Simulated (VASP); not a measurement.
# Si (a cell with a defect) in VASP: further runs, part 2 of 2

VASP 6.6.1. Earlier steps stand in the parts before.

### 3 Single point, LDA

INCAR

```
SYSTEM = Si
PREC = Accurate
ENCUT = 520
EDIFF = 1E-7
ISMEAR = 0
SIGMA = 0.02
LREAL = Auto
LASPH = .TRUE.
NELM = 100
ALGO = Normal
ISIF = 2
LWAVE = .FALSE.
LCHARG = .FALSE.
NBANDS = 83
```

KPOINTS

```
Automatic mesh
0
Gamma
  2 2 2
  0.5 0.5 0.5
```

POSCAR

```
Si
1.0
   -5.4019422754     -5.4019422754      5.4019422754
    5.4019422754     -5.4019422754     -5.4019422754
    5.4019422754      5.4019422754      5.4019422754
Si
31
Direct
    0.2500004501      0.7499997766      0.5853275246
    0.0059419369      0.7500001469     -0.0057682031
    0.4993064277      0.5006624214      0.7486962640
    0.2499999873      0.5059421891     -0.0057684807
    0.0153513303      0.5153510271      0.2769438146
    0.7470615742      0.7500000543      0.2511823398
    0.4846487368      0.7499996841      0.5115920088
    0.0006623544     -0.0006935468      0.7486965417
    0.7529381642      0.2529383748      0.7541206093
    0.4993371574      0.2486440861     -0.0019664223
    0.2499998947      0.2470615071      0.2511822472
    0.0006936394      0.2513562587      0.4993900087
    0.7513565109      0.5006939841      0.4993904715
    0.7486436903     -0.0006630023     -0.0019666075
    0.4940576674     -0.0059423071      0.2382898473
    0.2499999873     -0.0153515154      0.5115925641
    0.0129769991      0.7500006097      0.7394853178
    0.5002092511      0.5018004380      0.5005096986
    0.2500004501      0.5129772513      0.7394846698
    0.0062877384      0.5062878055      0.0120253969
    0.7519218631      0.7499997766     -0.0012325196
    0.4937122361      0.7499997766      0.2557375532
    0.0018005561      0.0002089989      0.5005098837
    0.7480780604      0.2480780859      0.4968455535
    0.4981993259      0.2484086152      0.7487090372
    0.2499997096      0.2519220737     -0.0012326122
   -0.0002092766      0.2515911742      0.2503006199
    0.7515917041      0.4997911607      0.2503010827
    0.7484084046     -0.0018006486      0.7487088521
    0.4870234382     -0.0129764437     -0.0234916431
    0.2499998021     -0.0062877384      0.2557379234
```

Potentials or basis: VASP PAW LDA potentials, release 64 (Si).

Run with:

```
$ cat potpaw_LDA.64/Si/POTCAR > POTCAR
$ mpirun -np 1 vasp_std > vasp.out
```

OUTCAR:

```text
SYSTEM = Si
   PREC = Accurate
   ENCUT = 520
   EDIFF = 1E-7
   ISMEAR = 0
   LREAL = Auto
   LASPH = .TRUE.
   NELM = 100
   ISIF = 2

 ion  position               nearest neighbor table
   1  0.250  0.750  0.585-   7 2.51  16 2.51   5 2.51  19 3.02  30 3.02  17 3.02
   2  0.006  0.750  0.994-  31 2.34  20 2.34  21 2.39  17 2.41
   3  0.499  0.501  0.749-  18 2.33  21 2.35  19 2.35  25 2.36
   4  0.250  0.506  0.994-  22 2.34  20 2.34  26 2.39  19 2.41
   5  0.015  0.515  0.277-  27 2.35  28 2.35  20 2.42   1 2.51
   6  0.747  0.750  0.251-  23 2.35  28 2.35  21 2.38  22 2.38
   7  0.485  0.750  0.512-  18 2.35  29 2.35  22 2.42   1 2.51
[... 22 lines left out ...]
  30  0.487  0.987  0.977-  14 2.35  10 2.35  15 2.41   1 3.02
  31  0.250  0.994  0.256-   2 2.34  15 2.34  11 2.38  16 2.42

  LATTYP: Found a body centered cubic cell.
 ALAT       =    10.8038845508

  Lattice vectors:

 A1 = (  -5.4019422754,  -5.4019422754,   5.4019422754)
 A2 = (   5.4019422754,  -5.4019422754,  -5.4019422754)
 A3 = (   5.4019422754,   5.4019422754,   5.4019422754)

Analysis of symmetry for initial positions (statically):
[... 296 lines left out ...]
  band No.  band energies     occupation
      1      -5.9711      2.00000
      2      -4.9846      2.00000
      3      -4.9364      2.00000
      4      -4.9067      2.00000
      5      -4.8073      2.00000
      6      -4.1160      2.00000
[... 66 lines left out ...]
     73       7.9847      0.00000
     74       8.0633      0.00000
 [bands above 74 left out]

------------------------ aborting loop because EDIFF is reached ----------------------------------------

  FORCE on cell =-STRESS in cart. coord.  units (eV):
  Direction    XX          YY          ZZ          XY          YZ          ZX
  --------------------------------------------------------------------------------------
  -------------------------------------------------------------------------------------
  Total      -11.4577459    -11.4577459    -11.4577459     -3.6688397     -3.6688397     -3.6688397
  in kB      -29.1138715    -29.1138715    -29.1138715     -9.3224382     -9.3224382     -9.3224382
  external PRESSURE =     -29.1138715 kB  Pullay stress =       0.0000000 kB

 VOLUME and BASIS-vectors are now :
 -----------------------------------------------------------------------------
  energy-cutoff  :      520.00
  volume of cell :      630.54
      direct lattice vectors                 reciprocal lattice vectors
    -5.401942275 -5.401942275  5.401942275     0.000000000 -0.092559301  0.092559301
     5.401942275 -5.401942275 -5.401942275     0.092559301 -0.092559301  0.000000000
     5.401942275  5.401942275  5.401942275     0.092559301  0.000000000  0.092559301

 POSITION                                       TOTAL-FORCE (eV/Angst)
 -----------------------------------------------------------------------------------
      5.86287     -2.24004      0.46094        -0.209029     -0.209029     -0.209029
      9.39014      1.28723      1.35142         0.017046      0.017046      0.006927
      4.05174     -1.35736      4.03709         0.000003      0.004182      0.005572
      6.75337      1.28723      3.98820         0.006927      0.017046      0.017046
      4.19700     -1.37079     -1.20493        -0.012257     -0.000039     -0.012257
      1.37275     -6.73017      1.34100         0.008786      0.008786      0.009029
[... 23 lines left out ...]
      7.97601     -2.68768      2.57407         0.035189      0.009273      0.035189
      5.39897     -5.33698     -2.63601         0.010569      0.004555      0.004555
 -----------------------------------------------------------------------------------
    total drift:                               -0.005478     -0.002902     -0.004021

  FREE ENERGIE OF THE ION-ELECTRON SYSTEM (eV)
  ---------------------------------------------------
  free  energy   TOTEN  =      -180.6595703270 eV

  energy  without entropy=     -180.6518572110  energy(sigma->0) =     -180.65571377
```

stdout:

```text
POSCAR found type information on POSCAR Si
 POSCAR found :  1 types and      31 ions
 scaLAPACK will be used
 LDA part: xc-table for (Slater(with rela. corr.)+CA(PZ))
 , standard interpolation
 POSCAR, INCAR and KPOINTS ok, starting setup
 FFT: planning ... GRIDC
 FFT: planning ... GRID_SOFT
 FFT: planning ... GRID
 WAVECAR not read
 entering main loop
```

It took 86 s on 1 thread of AMD EPYC 9R45 (Zen 5), shared host; peak memory 0.47 GiB.

Results:

* Free energy: -180.6596 eV
* Pressure: -2.9 GPa
* Largest force: 0.362 eV/Å
* Band gap on the k mesh: zero (bands 62 and 63 overlap by 0.22 eV)

Forces in eV/Å, atoms in the order of the input:
```
Si  -0.209 -0.209 -0.209
Si   0.017  0.017  0.007
Si   0.000  0.004  0.006
Si   0.007  0.017  0.017
Si  -0.012  0.000 -0.012
Si   0.009  0.009  0.009
Si  -0.012 -0.012  0.000
Si   0.006  0.004  0.000
Si   0.009  0.009  0.009
Si   0.006  0.000  0.004
Si   0.009  0.009  0.009
Si   0.000  0.006  0.004
Si   0.004  0.006  0.000
Si   0.004  0.000  0.006
Si   0.017  0.007  0.017
Si   0.000 -0.012 -0.012
Si   0.035  0.035  0.009
Si   0.003  0.000  0.007
Si   0.009  0.035  0.035
Si   0.005  0.011  0.005
Si   0.011  0.011  0.006
Si   0.005  0.005  0.011
Si   0.007  0.000  0.003
Si   0.011  0.006  0.011
Si   0.007  0.003  0.000
Si   0.006  0.011  0.011
Si   0.003  0.007  0.000
Si   0.000  0.007  0.003
Si   0.000  0.003  0.007
Si   0.035  0.009  0.035
Si   0.011  0.005  0.005
```

Caveat: the k points lie up to 0.41 Å⁻¹ apart.
